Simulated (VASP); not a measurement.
Here is a VASP 6.6.1 calculation.

The input INCAR:

```
SYSTEM = Al3H
PREC     = Accurate       ! precision mode
ENCUT    = 520            ! plane-wave cutoff, eV
EDIFF    = 1E-6           ! SCF threshold, eV
ISMEAR   = 0              ! smearing method
SIGMA    = 0.1            ! smearing width, eV
LREAL    = .False.        ! projectors in reciprocal space
LASPH    = .True.         ! aspherical terms in the spheres
NELM     = 80             ! most SCF steps
ALGO     = Normal         ! electronic algorithm
ISIF     = 2              ! what is computed and relaxed
LWAVE    = .False.        ! write WAVECAR
LCHARG   = .False.        ! write CHGCAR
LDIPOL   = .True.       
IDIPOL   = 3            
DIPOL    = 0.5 0.5 0.358
GGA      = PE             ! functional
IBRION   = 2              ! ionic algorithm
NSW      = 36             ! ionic steps
EDIFFG   = -0.025         ! ionic threshold
```

The input KPOINTS:

```
regular mesh
0
Gamma
  9 9 1
  0 0 0
```

POSCAR

```
Al3H
1.0
    2.8567582918      0.0000000000      0.0000000000
   -1.4283791459      2.4740252532      0.0000000000
    0.0000000000      0.0000000000     20.1013782055
Al H
3 1
Selective dynamics
Direct
    0.6666666667      0.3333333333      0.1989913308  F F F
    0.3333333333      0.6666666667      0.3134471548  F F F
    0.0000000000      0.0000000000      0.4278999240  F F F
    0.0000000000      0.3333333333      0.4919274012  F F T
```

Potentials or basis: VASP PAW PBE potentials, release 64 (Al, H).

Run with:

```bash
$ cat potpaw_PBE.64/Al/POTCAR potpaw_PBE.64/H/POTCAR > POTCAR
$ mpirun -np 1 vasp_std > vasp.out
```

Task: Predict the band gap on the k mesh.

Result: Zero (bands 5 and 6 overlap by 1.93 eV).

Task: Predict the energy gained by relaxing.

Result: 3.0 meV/atom.

The path:
| step | energy change (eV) | largest force on free atoms (eV/Å) | pressure (GPa) |
| --- | --- | --- | --- |
| 1 | 0.0000 | 0.4365 | 0.27 |
| 2 | -0.0073 | 0.2634 | 0.15 |
| 3 | -0.0118 | 0.0077 | -0.05 |
